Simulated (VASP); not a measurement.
Here is a VASP 6.6.1 calculation.

INCAR

```
PREC = Accurate
ENCUT = 510
EDIFF = 1E-6
ISMEAR = -1
SIGMA = 0.05
LREAL = F
LASPH = T
NELM = 120
ALGO = Normal
ISIF = 2
LWAVE = F
LCHARG = F
GGA = PS
NBANDS = 22
GGA_COMPAT = F
```

The input KPOINTS:

```
regular mesh
0
Gamma
  7 7 7
```

POSCAR

```
As
1.0
    1.8431809607      1.0641610238      3.5140619945
   -1.8431809607      1.0641610238      3.5140619945
    0.0000000000     -2.1283220477      3.5140619945
As
2
Direct
    0.2260000000      0.2260000000      0.2260000000
    0.7740000000      0.7740000000      0.7740000000
```

Potentials or basis: VASP PAW PBE potentials, release 64 (As_d).

The run is started by

```console
$ cat potpaw_PBE.64/As_d/POTCAR > POTCAR
$ mpirun -np 1 vasp_std > vasp.out
```

Problem. What does it give for the pressure?

Solution. 4.2 GPa.

Problem. What does it give for the band gap on the k mesh?

Solution. Zero (bands 15 and 16 overlap by 0.17 eV).

Forces on the atoms (eV/Å):
```
As   0.000  0.000  0.582
As   0.000  0.000 -0.582
```

Caveat: the cell stands under pressure; the PAW data sets were made with another functional, which shifts forces and pressure a little.
